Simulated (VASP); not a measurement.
Crystal: W2I.

```xyz
3
Lattice="0.0000 3.3165 3.3165 3.3165 0.0000 3.3165 3.3165 3.3165 0.0000" Properties=species:S:1:pos:R:3 pbc="T T T"
W     1.6583    1.6583    1.6583
W     4.9748    4.9748    4.9748
I     0.0000    0.0000    0.0000
```

- Program: VASP 6.6.1
- Task: relaxation of cell and atoms
- Functional: PBE
- Potentials or basis: VASP PAW PBE potentials, release 64 (W_sv, I)
- Cutoff: 600 eV
- k mesh: 4 × 4 × 4
- Occupations: gaussian, width 0.1 eV
- Spin: no spin polarisation

At the start: pressure -17.1 GPa; volume 24.32 Å³/atom.

Q: Where does the relaxation end?

A: Over 5 steps the energy falls by 235.7 meV/atom and the volume is 20.48 Å³/atom (-15.8 %); space group Fm-3m (No. 225, to 0.1 Å) before and after.

The path:
```tsv
step	energy change (eV)	largest force (eV/Å)	pressure (GPa)	volume (Å³)
1	0.0000	0.0000	-17.13	72.96
2	1.2144	0.0000	61.30	48.80
3	-0.7040	0.0000	-1.57	62.11
4	-0.7068	0.0000	-0.40	61.66
5	-0.7070	0.0000	0.16	61.45
```

Final structure:
```
W I
1.0
     0.00000    3.13203    3.13203
     3.13203    0.00000    3.13203
     3.13203    3.13203    0.00000
W I
2 1
Direct
  0.25000 0.25000 0.25000
  0.75000 0.75000 0.75000
  0.00000 0.00000 0.00000
```

Caveat: the k points lie up to 0.43 Å⁻¹ apart in the final cell, too coarse for converged energies and pressures of a metal; the volume moved by over 15 % at a fixed basis, so the end points are rough.
